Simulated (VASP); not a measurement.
A run of VASP 6.6.1:

File INCAR:

```
SYSTEM = WS2
ALGO = Normal
EDIFF = 1E-6
ENCUT = 520
GGA = PE
ISIF = 2
ISMEAR = 1
LASPH = .True.
LCHARG = .False.
LREAL = .False.
LWAVE = .False.
NBANDS = 35
NELM = 100
PREC = Accurate
SIGMA = 0.1
```

File KPOINTS:

```
k-points
0
Gamma
  9 9 2
  0 0 0
```

File POSCAR:

```
WS2
1.0
    3.1876913322      0.0000000000      0.0000000000
   -1.5938456661      2.7606216731      0.0000000000
    0.0000000000      0.0000000000     14.8569980510
W S
2 4
Direct
    0.3333333333      0.6666666667      0.2500000000
    0.6666666667      0.3333333333      0.7500000000
    0.3333333333      0.6666666667      0.6442491791
    0.6666666667      0.3333333333      0.1442491791
    0.3333333333      0.6666666667      0.8557508209
    0.6666666667      0.3333333333      0.3557508209
```

Potentials or basis: VASP PAW PBE potentials, release 64 (W_sv, S).

Run with:

```bash
$ cat potpaw_PBE.64/W_sv/POTCAR potpaw_PBE.64/S/POTCAR > POTCAR
$ mpirun -np 1 vasp_std > vasp.out
```

Hardware: 1 thread of Intel(R) Xeon(R) 6975P-C (Granite Rapids), with other jobs on the host.

How long does it take, and how much memory?

Wall time 45 s on 1 thread of Intel(R) Xeon(R) 6975P-C (Granite Rapids) (shared host), peak memory 0.28 GiB. Counts: scf iterations 16, k points 24.
